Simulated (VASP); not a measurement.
Cr, 2 atoms in the cell. It takes space group I4/mmm (No. 139, tetragonal). Conventional cell: a = 2.734 Å, b = 2.734 Å, c = 2.927 Å, α = 90.00°, β = 90.00°, γ = 90.00°. Cr (site symmetry 4/mmm) has 14 Cr at 2.42 to 2.93 Å within 3.2 Å.  This cell differs from its parent crystal: biaxial strain in the a-b plane: -4.0 %, then relaxed in part.

- Program: VASP 6.6.1
- Task: single point
- Functional: PBE
- Potentials or basis: VASP PAW PBE potentials, release 64 (Cr_pv)
- Cutoff: 520 eV
- k mesh: 18 × 18 × 18
- Occupations: gaussian, width 0.1 eV
- Spin: no spin polarisation
- Dipole correction: no
- Further INCAR settings: ALGO = Fast; EDIFF = 1e-06; NBANDS = 19

Potentials or basis: VASP PAW PBE potentials, release 64 (Cr_pv).

The run is started by

```sh
$ cat potpaw_PBE.64/Cr_pv/POTCAR > POTCAR
$ mpirun -np 1 vasp_std > vasp.out
```

Hardware: 1 thread of Intel(R) Xeon(R) Platinum 8488C (Sapphire Rapids), on a shared host.

Task: How long does it take, and how much memory?

Result: It took 110 s on 1 thread of Intel(R) Xeon(R) Platinum 8488C (Sapphire Rapids) (shared host), peak memory 0.28 GiB. Counts: scf iterations 15, k points 550.
